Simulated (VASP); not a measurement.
Wanted: the native input for a VASP 6.6.1 run.

```yaml
Task: single point
Functional: PBE
Potentials_or_basis: VASP PAW PBE potentials, release 64 (Ti_sv)
Cutoff: 520 eV
k_mesh: 13 × 13 × 7
Occupations: fermi-dirac, width 0.08 eV
Spin: no spin polarisation
Dipole_correction: no
Further_INCAR_settings: ALGO = Normal; EDIFF = 1e-06; NBANDS = 19
```

The structure of Ti lies in POSCAR:

```
Ti
1.0
    2.9499978604      0.0000000000      0.0000000000
   -1.4749989302      2.5547730882      0.0000000000
    0.0000000000      0.0000000000      4.5454200000
Ti
2
Direct
    0.3333333333      0.6666666667      0.2500000000
    0.6666666667      0.3333333333      0.7500000000
```

This cell differs from its parent crystal: zz strain of -3 %.

One way to write it, as run:

INCAR

```
  ALGO = Normal
  EDIFF = 1E-6
  ENCUT = 520
  GGA = PE
  ISIF = 2
  ISMEAR = -1
  LASPH = True
  LCHARG = True
  LELF = True
  LREAL = False
  LVHAR = True
  LWAVE = False
  NBANDS = 19
  NELM = 60
  PREC = Accurate
  SIGMA = 0.08
```

KPOINTS

```
k-points
0
Gamma
  13 13 7
```

Potentials or basis: VASP PAW PBE potentials, release 64 (Ti_sv).

Run with:

```console
$ cat potpaw_PBE.64/Ti_sv/POTCAR > POTCAR
$ mpirun -np 1 vasp_std > vasp.out
```

Results of the run:

* Pressure: 1.7 GPa
* Band gap on the k mesh: zero (bands 12 and 13 overlap by 1.10 eV)

Caveat: the cell differs from its parent crystal (zz strain of -3 %).

It took 72 s on 1 thread of Intel Xeon 8259CL, on a shared host, peak memory 0.18 GiB.
